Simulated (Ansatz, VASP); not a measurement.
**InAs: VASP beside Ansatz**

```
CELL_PARAMETERS angstrom
0.00000 3.14953 3.14953
3.14953 0.00000 3.14953
3.14953 3.14953 0.00000
ATOMIC_POSITIONS crystal
In 0.00000 0.00000 0.00000
As 0.75000 0.75000 0.75000
```

Alike in both runs: task single point; functional RPBE; k mesh 6 × 6 × 6; occupations gaussian, width 0.05 eV; no spin polarisation.

|  | VASP | Ansatz |
| --- | --- | --- |
| version | VASP 6.6.1 | Ansatz 0.2.0 |
| potentials or method | VASP PAW PBE potentials, release 64 (In_d, As), cutoff 520 eV | scalar-relativistic, plane waves, PAW |
| valence electrons in the cell | 18 | 28 |

```csv
,VASP,Ansatz,Ansatz less VASP
gap on the k mesh at the Fermi level (eV),none,none,-
pressure (GPa),-0.8,-0.8,-0.03
```

VASP's potentials were made for PBE, not for RPBE. A gap of «none» marks a metal or a gap that the smearing closes. VASP's potentials hold 18 valence electrons a cell and Ansatz's 28, so a difference there can come from the potentials and not from the codes.
